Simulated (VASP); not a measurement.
# ReMo7S16 (P-6m2) in VASP: single point with PBEsol

Aim: the single point of ReMo7S16 with PBEsol.

Everything below comes from runs of VASP 6.6.1. Logs are shortened: lines on timing, memory, paths and dates and some standing lists are left out, and cuts for length are marked.

### 1 The cell of the first run

The structure is hexagonal, space group P-6m2 (No. 187). The conventional cell has a = 6.338 Å, b = 6.338 Å, c = 12.324 Å, α = 90.00°, β = 90.00°, γ = 120.00°. Within 3.2 Å of Re (site symmetry -6m2) lie 6 S at 2.38 Å and 6 Mo at 3.17 Å. Within 3.2 Å of Mo (site symmetry mm2) lie 6 S at 2.40 Å and 4 Mo at 3.15 to 3.19 Å and 2 Re at 3.17 Å. Mo (site symmetry mm2) has 6 S at 2.40 Å and 6 Mo at 3.17 Å within 3.2 Å. Mo (site symmetry -6m2) has 6 S at 2.40 Å and 6 Mo at 3.17 Å within 3.2 Å. S (site symmetry 3m) has 3 Mo at 2.40 Å and 7 S at 3.10 to 3.17 Å within 3.2 Å. S (site symmetry m) has 3 Mo at 2.40 Å and 7 S at 3.10 to 3.17 Å within 3.2 Å. S (site symmetry m) has 1 Re at 2.38 Å and 2 Mo at 2.40 Å and 7 S at 3.08 to 3.19 Å within 3.2 Å. Within 3.2 Å of S (site symmetry 3m) lie 3 Mo at 2.40 Å and 7 S at 3.12 to 3.17 Å.

### 2 Single point, PBEsol, collinear spin

INCAR

```
SYSTEM = ReMo7S16
PREC = Accurate
ENCUT = 520
EDIFF = 1E-6
ISMEAR = 0
SIGMA = 0.05
LREAL = Auto
LASPH = .TRUE.
NELM = 150
ALGO = Normal
ISIF = 2
LWAVE = .FALSE.
LCHARG = .FALSE.
ISPIN = 2
MAGMOM = 3 0 0 0 0 0 0 0 0 0 0 0 0 0 0 0 0 0 0 0 0 0 0 0
LORBIT = 11
LMAXMIX = 4
GGA = PS
NBANDS = 122
LUSENCCL = .FALSE.
```

KPOINTS

```
Automatic mesh
0
G
  3 3 2
  0 0 0
```

POSCAR

```
ReMo7S16
1.0
    6.3379961000      0.0000000000      0.0000000000
   -3.1689980000      5.4888656000      0.0000000000
    0.0000000000      0.0000000000     12.3240000000
Re Mo S
1 7 16
Direct
    0.1666666667      0.3333333333      0.2500000000
    0.1648309489      0.8324154744      0.2500000000
    0.6675845256      0.3351690511      0.2500000000
    0.6675845256      0.8324154744      0.2500000000
    0.3333279472      0.1666720528      0.7500000000
    0.3333279472      0.6666558945      0.7500000000
    0.8333441055      0.1666720528      0.7500000000
    0.8333333333      0.6666666667      0.7500000000
    0.1666666667      0.3333333333      0.6241038936
    0.1667169548      0.8333584774      0.6240794844
    0.6666415226      0.3332830452      0.6240794844
    0.6666415226      0.8333584774      0.6240794844
    0.3321583312      0.1678416688      0.1250631807
    0.3321583312      0.6643166625      0.1250631807
    0.8356833375      0.1678416688      0.1250631807
    0.8333333333      0.6666666667      0.1235096617
    0.1666666667      0.3333333333      0.8758961064
    0.1667169548      0.8333584774      0.8759205156
    0.6666415226      0.3332830452      0.8759205156
    0.6666415226      0.8333584774      0.8759205156
    0.3321583312      0.1678416688      0.3749368193
    0.3321583312      0.6643166625      0.3749368193
    0.8356833375      0.1678416688      0.3749368193
    0.8333333333      0.6666666667      0.3764903383
```

Potentials or basis: VASP PAW PBE potentials, release 64 (Re, Mo_sv, S).

Launch:

```console
> cat potpaw_PBE.64/Re/POTCAR potpaw_PBE.64/Mo_sv/POTCAR potpaw_PBE.64/S/POTCAR > POTCAR
> mpirun -np 1 vasp_std > vasp.out
```

OUTCAR:

```text
SYSTEM = ReMo7S16
   PREC = Accurate
   ENCUT = 520
   EDIFF = 1E-6
   ISMEAR = 0
   LREAL = Auto
   LASPH = .TRUE.
   NELM = 150
   ISIF = 2
   ISPIN = 2
   LORBIT = 11
   GGA = PS

 ion  position               nearest neighbor table
   1  0.167  0.333  0.250-  13 2.38  21 2.38  14 2.38  22 2.38  15 2.38  23 2.38   2 3.17   2 3.17
                             4 3.17   4 3.17   3 3.17   3 3.17
   2  0.165  0.832  0.250-  16 2.40  24 2.40  22 2.40  14 2.40  13 2.40  21 2.40   3 3.15   4 3.15
                             1 3.17   1 3.17   3 3.19   4 3.19
   3  0.668  0.335  0.250-  16 2.40  24 2.40  23 2.40  15 2.40  13 2.40  21 2.40   4 3.15   2 3.15
                             1 3.17   1 3.17   4 3.19   2 3.19
   4  0.668  0.832  0.250-  16 2.40  24 2.40  23 2.40  15 2.40  14 2.40  22 2.40   3 3.15   2 3.15
                             1 3.17   1 3.17   3 3.19   2 3.19
   5  0.333  0.167  0.750-   9 2.40  17 2.40  10 2.40  18 2.40  11 2.40  19 2.40   6 3.17   7 3.17
                             8 3.17   8 3.17   6 3.17   7 3.17
   6  0.333  0.667  0.750-   9 2.40  17 2.40  10 2.40  18 2.40  12 2.40  20 2.40   5 3.17   7 3.17
                             8 3.17   8 3.17   5 3.17   7 3.17
   7  0.833  0.167  0.750-   9 2.40  17 2.40  12 2.40  20 2.40  19 2.40  11 2.40   6 3.17   5 3.17
                             8 3.17   8 3.17   6 3.17   5 3.17
   8  0.833  0.667  0.750-  11 2.40  19 2.40  12 2.40  20 2.40  10 2.40  18 2.40   7 3.17   7 3.17
                             5 3.17   5 3.17   6 3.17   6 3.17
   9  0.167  0.333  0.624-   5 2.40   6 2.40   7 2.40
  10  0.167  0.833  0.624-   5 2.40   6 2.40   8 2.40
  11  0.667  0.333  0.624-   7 2.40   5 2.40   8 2.40
  12  0.667  0.833  0.624-   7 2.40   6 2.40   8 2.40
  13  0.332  0.168  0.125-   1 2.38   2 2.40   3 2.40
  14  0.332  0.664  0.125-   1 2.38   2 2.40   4 2.40
[... 8 lines left out ...]
  23  0.836  0.168  0.375-   1 2.38   3 2.40   4 2.40
  24  0.833  0.667  0.376-   4 2.40   3 2.40   2 2.40

  LATTYP: Found a hexagonal cell.
 ALAT       =     6.3379961000
 C/A-ratio  =     1.9444631719

  Lattice vectors:

 A1 = (   6.3379961000,   0.0000000000,   0.0000000000)
 A2 = (  -3.1689980000,   5.4888656000,   0.0000000000)
 A3 = (   0.0000000000,   0.0000000000,  12.3240000000)

Analysis of symmetry for initial positions (statically):
=====================================================================
 Subroutine PRICEL returns:
 Original cell was already a primitive cell.

 Routine SETGRP: Setting up the symmetry group for a
 hexagonal supercell.

 Subroutine GETGRP returns: Found 12 space group operations
 (whereof  2 operations were pure point group operations)
 out of a pool of 24 trial point group operations.

The static configuration has the point symmetry C_1h.
 The point group associated with its full space group is D_3h.

Analysis of symmetry for dynamics (positions and initial velocities):
=====================================================================
 Subroutine PRICEL returns:
 Original cell was already a primitive cell.

 Routine SETGRP: Setting up the symmetry group for a
 hexagonal supercell.

 Subroutine GETGRP returns: Found 12 space group operations
 (whereof  2 operations were pure point group operations)
 out of a pool of 24 trial point group operations.

The dynamic configuration has the point symmetry C_1h.
 The point group associated with its full space group is D_3h.

Analysis of structural, dynamic, and magnetic symmetry:
=====================================================================
 Subroutine PRICEL returns:
 Original cell was already a primitive cell.

 Routine SETGRP: Setting up the symmetry group for a
 hexagonal supercell.

 Subroutine GETGRP returns: Found 12 space group operations
 (whereof  2 operations were pure point group operations)
 out of a pool of 24 trial point group operations.

The overall configuration has the point symmetry C_1h.
 The point group associated with its full space group is D_3h.

 Subroutine INISYM returns: Found 12 space group operations
 (whereof  2 operations are pure point group operations),
 and found     1 'primitive' translations

----------------------------------------------------------------------------------------

                                     Primitive cell

  volume of cell :     428.7323

  direct lattice vectors                    reciprocal lattice vectors
     6.337996100  0.000000000  0.000000000     0.157778576  0.091093502 -0.000000000
    -3.168998000  5.488865600  0.000000000     0.000000000  0.182187008  0.000000000
[... 103 lines left out ...]
   ICHARG =      2    charge: 1-file 2-atom 10-const
   ISPIN  =      2    spin polarized calculation?
   LNONCOLLINEAR =      F non collinear calculations
   LSORBIT =      F    spin-orbit coupling
   LASPH  =      T    aspherical Exc in radial PAW
   ENCUT  =  520.0 eV  38.22 Ry    6.18 a.u.  11.78 11.78 22.91*2*pi/ulx,y,z
   NELM   =    150;   NELMIN=  2; NELMDL= -5     # of ELM steps
   EDIFF  = 0.1E-05   stopping-criterion for ELM
   LREAL  =      T    real-space projection
   EDIFFG = 0.1E-04   stopping-criterion for IOM
   NSW    =      0    number of steps for IOM
   IBRION =     -1    ionic relax: 0-MD 1-quasi-New 2-CG
   NFREE  =      0    steps in history (QN), initial steepest desc. (CG)
   ISIF   =      2    stress and relaxation
   ISYM   =      2    0-nonsym 1-usesym 2-fastsym
   POTIM  = 0.5000    time-step for ionic-motion
   TEBEG  =    0.0;   TEEND  =   0.0 temperature during run
   PSTRESS=    0.0 pullay stress
   NELECT =     201.0000    total number of electrons
   NUPDOWN=      -1.0000    fix difference up-down
   EMIN   =  10.00;   EMAX   =-10.00  energy-range for DOS
   EFERMI =   0.00;   METHOD = LEGACY
   ISMEAR =     0;   SIGMA  =   0.05  broadening in eV -4-tet -1-fermi 0-gaus
   EFERMI_NEDOS =   21; number of points for ismear=-14 and -15
   IALGO  =     38    algorithm
   IMIX   =      4    mixing-type and parameters
     AMIX     =   0.40;   BMIX     =  1.00
     AMIX_MAG =   1.60;   BMIX_MAG =  1.00
  volume/ion in A,a.u.               =      17.86       120.55
  Fermi-wavevector in a.u.,A,eV,Ry     =   1.271778  2.403313 22.006338  1.617420
  Thomas-Fermi vector in A             =   2.404693
   LORBIT       =     11    0 simple, 1 ext, 2 COOP (PROOUT), +10 PAW based schemes
   GGA     = PS    functional components
   LHFCALC =     F    Hartree Fock is set to
   AEXX    =    0.0000 exact exchange contribution
   IVDW    =     0    specifies the selected vdW correction
   LEPSILON=     F    determine dielectric tensor
   LRPA    =     F    only Hartree local field effects (RPA)
 spin polarized calculation
 Gauss-broadening in eV      SIGMA  =   0.05
  energy-cutoff  :      520.00
  volume of cell :      428.73
 maximum number of plane-waves:     11595
 NGX is ok and might be reduce to    48
   NGX = 23   NGY = 23   NGZ = 45

 number of electron     200.9999988 magnetization       0.0031163

 Free energy of the ion-electron system (eV)
  ---------------------------------------------------
  ext. energy  EPLUGINS =         0.00000000
  ---------------------------------------------------
  free energy    TOTEN  =      -187.32353413 eV

  energy without entropy =     -187.31647988  energy(sigma->0) =     -187.32000701

 E-fermi :   8.1367     XC(G=0): -10.9758

 val. band max:        8.1227419138   @ k =   0.3333   0.3333   0.0000
 cond. band min:       8.1786033146   @ k =   0.3333   0.3333   0.5000
 fundamental gap:      0.0558614008
 Fermi energy:         8.1367087532

 spin component 1

 k-point     1 :       0.0000    0.0000    0.0000
  band No.  band energies     occupation
      1     -54.2608      1.00000
      2     -54.2302      1.00000
      3     -54.2302      1.00000
      4     -53.9996      1.00000
      5     -53.9608      1.00000
      6     -53.9582      1.00000
[... 679 lines left out ...]
    111       8.9488      0.00000
    112       9.0873      0.00000
 Fermi energy:         8.1367087532

 spin component 2

 k-point     1 :       0.0000    0.0000    0.0000
  band No.  band energies     occupation
      1     -54.2607      1.00000
      2     -54.2302      1.00000
      3     -54.2302      1.00000
      4     -53.9996      1.00000
      5     -53.9608      1.00000
      6     -53.9582      1.00000
[... 679 lines left out ...]
    111       8.9490      0.00000
    112       9.0874      0.00000
 [bands above 112 left out]

------------------------ aborting loop because EDIFF is reached ----------------------------------------

  FORCE on cell =-STRESS in cart. coord.  units (eV):
  Direction    XX          YY          ZZ          XY          YZ          ZX
  --------------------------------------------------------------------------------------
  -------------------------------------------------------------------------------------
  Total       -6.7292498     -6.7292498      0.4216958     -0.0000001      0.0000000     -0.0000000
  in kB      -25.1472779    -25.1472776      1.5758816     -0.0000002      0.0000000     -0.0000000
  external PRESSURE =     -16.2395580 kB  Pullay stress =       0.0000000 kB

 VOLUME and BASIS-vectors are now :
 -----------------------------------------------------------------------------
  energy-cutoff  :      520.00
  volume of cell :      428.73
      direct lattice vectors                 reciprocal lattice vectors
     6.337996100  0.000000000  0.000000000     0.157778576  0.091093502 -0.000000000
    -3.168998000  5.488865600  0.000000000     0.000000000  0.182187008  0.000000000
     0.000000000  0.000000000 12.324000000     0.000000000 -0.000000000  0.081142486

 POSITION                                       TOTAL-FORCE (eV/Angst)
 -----------------------------------------------------------------------------------
      0.00000      1.82962      3.08100        -0.000000      0.000000     -0.000000
     -1.59323      4.56902      3.08100        -0.015728     -0.009081     -0.000000
      3.16900      1.83970      3.08100         0.000000      0.018161     -0.000000
      1.59323      4.56902      3.08100         0.015728     -0.009081     -0.000000
      1.58445      0.91484      9.24300        -0.001220      0.000704     -0.000000
      0.00000      3.65918      9.24300        -0.000000     -0.001408     -0.000000
[... 16 lines left out ...]
      4.76467      0.92126      4.62072        -0.016153     -0.009326      0.034492
      3.16900      3.65924      4.63987         0.000000      0.000000     -0.005863
 -----------------------------------------------------------------------------------
    total drift:                                0.000006     -0.000003      0.000000

  FREE ENERGIE OF THE ION-ELECTRON SYSTEM (eV)
  ---------------------------------------------------
  free  energy   TOTEN  =      -187.3235341322 eV

  energy  without entropy=     -187.3164798802  energy(sigma->0) =     -187.32000701

 total charge

# of ion       s       p       d       tot
------------------------------------------
    1        0.533   0.652   4.884   6.070
    2        2.299   6.220   3.981  12.500
    3        2.299   6.220   3.981  12.500
    4        2.299   6.220   3.981  12.500
    5        2.295   6.223   3.975  12.494
    6        2.295   6.223   3.975  12.494
[... 16 lines left out ...]
   23        1.360   2.309   0.000   3.669
   24        1.359   2.318   0.000   3.678
--------------------------------------------------
tot         38.340  81.289  32.727 152.357

 magnetization (x)

# of ion       s       p       d       tot
------------------------------------------
    1        0.000   0.000  -0.000  -0.000
    2        0.000   0.000   0.000   0.000
    3        0.000   0.000   0.000   0.000
    4        0.000   0.000   0.000   0.000
    5       -0.000  -0.000   0.000   0.000
    6       -0.000  -0.000   0.000   0.000
[... 16 lines left out ...]
   23       -0.000  -0.000   0.000  -0.000
   24       -0.000  -0.000   0.000  -0.000
--------------------------------------------------
tot         -0.000  -0.000   0.000  -0.000
```

Run time: 3.4 min. Hardware: 1 × NVIDIA H100 80GB with 1 thread of AMD EPYC 7R13 (Zen 3), shared host; peak memory 1.7 GiB.

Results:

```
Free energy                                           : -187.3235 eV
Pressure                                              : -1.6 GPa
Largest force                                         : 0.039 eV/Å
Net moment                                            : 0.00 μB per cell
Valence electrons inside the program's atomic spheres : Re 6.07; Mo 12.50, 12.49 (each value once); S 3.68, 3.67 (each value once)
```

Forces in eV/Å, atoms in the order of the input:
```
Re   0.000  0.000  0.000
Mo  -0.016 -0.009  0.000
Mo   0.000  0.018  0.000
Mo   0.016 -0.009  0.000
Mo  -0.001  0.001  0.000
Mo   0.000 -0.001  0.000
Mo   0.001  0.001  0.000
Mo   0.000  0.000  0.000
S    0.000  0.000 -0.010
S    0.000  0.000 -0.011
S    0.000  0.000 -0.011
S    0.000  0.000 -0.011
S    0.016 -0.009 -0.034
S    0.000  0.019 -0.034
S   -0.016 -0.009 -0.034
S    0.000  0.000  0.006
S    0.000  0.000  0.010
S    0.000  0.000  0.011
S    0.000  0.000  0.011
S    0.000  0.000  0.011
S    0.016 -0.009  0.034
S    0.000  0.019  0.034
S   -0.016 -0.009  0.034
S    0.000  0.000 -0.006
```

Stress tensor (GPa, compression positive):
```
-2.51  0.00  0.00
 0.00 -2.51  0.00
 0.00  0.00  0.16
```

Levels at points of the mesh, in eV from the Fermi level:
Spin up:
| k point | band 98 | band 99 | band 100 | band 101 | band 102 | band 103 |
| --- | --- | --- | --- | --- | --- | --- |
| (0.00, 0.00, 0.00) | -2.09 | -2.05 | -0.89 | 0.30 | 0.30 | 0.60 |
| (0.00, 0.00, 0.50) | -2.10 | -1.31 | -1.04 | 0.30 | 0.30 | 0.60 |
Spin down:
| k point | band 97 | band 98 | band 99 | band 100 | band 101 | band 102 | band 103 | band 104 |
| --- | --- | --- | --- | --- | --- | --- | --- | --- |
| (0.00, 0.00, 0.00) | -2.09 | -2.09 | -2.05 | -0.89 | 0.30 | 0.30 | 0.60 | 0.81 |
| (0.00, 0.00, 0.50) | -2.10 | -2.10 | -1.31 | -1.04 | 0.30 | 0.30 | 0.60 | 0.84 |

Caveat: the k points lie up to 0.38 Å⁻¹ apart; the PAW data sets were made with another functional, which shifts forces and pressure a little; spin-orbit coupling is left out, which moves the levels of the heavy elements; this functional lacks dispersion, which binds layers or chains, so the pressure and a relaxed spacing across them are unreliable.
